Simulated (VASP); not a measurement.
A run of VASP 6.6.1 is set up as follows.

File INCAR:

```
PREC = Accurate
ENCUT = 520
EDIFF = 1E-7
ISMEAR = 0
SIGMA = 0.05
LREAL = F
LASPH = T
NELM = 80
ALGO = Fast
ISIF = 2
LWAVE = F
LCHARG = F
GGA = PS
NBANDS = 32
```

KPOINTS

```
regular mesh
0
Gamma
  8 8 8
```

The input POSCAR:

```
SrGa3
1.0
    4.5284779453      0.0000000000      0.0000000000
    0.0000000000      4.5284779453      0.0000000000
    0.0000000000      0.0000000000      4.5284779453
Sr Ga
1 3
Direct
    0.0000000000      0.0000000000      0.0000000000
    0.0000000000      0.5000000000      0.5000000000
    0.5000000000      0.5000000000      0.0000000000
    0.5000000000      0.0000000000      0.5000000000
```

Potentials or basis: VASP PAW PBE potentials, release 64 (Sr_sv, Ga_d).

Launch:

```bash
$ cat potpaw_PBE.64/Sr_sv/POTCAR potpaw_PBE.64/Ga_d/POTCAR > POTCAR
$ mpirun -np 1 vasp_std > vasp.out
```

(1) What does it give for the pressure?

(2) Estimate the band gap on the k mesh.

Answers

(1) -2.6 GPa.

(2) zero (an odd number of electrons rules out a gap without spin polarisation).

Caveat: the PAW data sets were made with another functional, which shifts forces and pressure a little.
